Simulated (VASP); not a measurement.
Input of a VASP 6.6.1 run:

Contents of INCAR:

```
ALGO = Fast
EDIFF = 1E-6
ENCUT = 520
GGA = PS
ISIF = 2
ISMEAR = 0
LASPH = T
LCHARG = F
LREAL = F
LWAVE = F
NBANDS = 11
NELM = 60
PREC = Accurate
SIGMA = 0.15
```

KPOINTS

```
k-points
0
Gamma
  16 16 16
```

File POSCAR:

```
Sr
1.0
   -2.3858802560      2.3858802560      2.5051742688
    2.3858802560     -2.3858802560      2.5051742688
    2.3858802560      2.3858802560     -2.5051742688
Sr
1
Direct
    0.0000000000      0.0000000000      0.0000000000
```

Potentials or basis: VASP PAW PBE potentials, release 64 (Sr_sv).

Launch:

```sh
$ cat potpaw_PBE.64/Sr_sv/POTCAR > POTCAR
$ mpirun -np 1 vasp_std > vasp.out
```

Problem. Estimate the pressure.

Solution. -1.1 GPa.

Problem. What does it give for the band gap on the k mesh?

Solution. Zero (bands 5 and 6 overlap by 0.33 eV).

Caveat: the PAW data sets were made with another functional, which shifts forces and pressure a little.
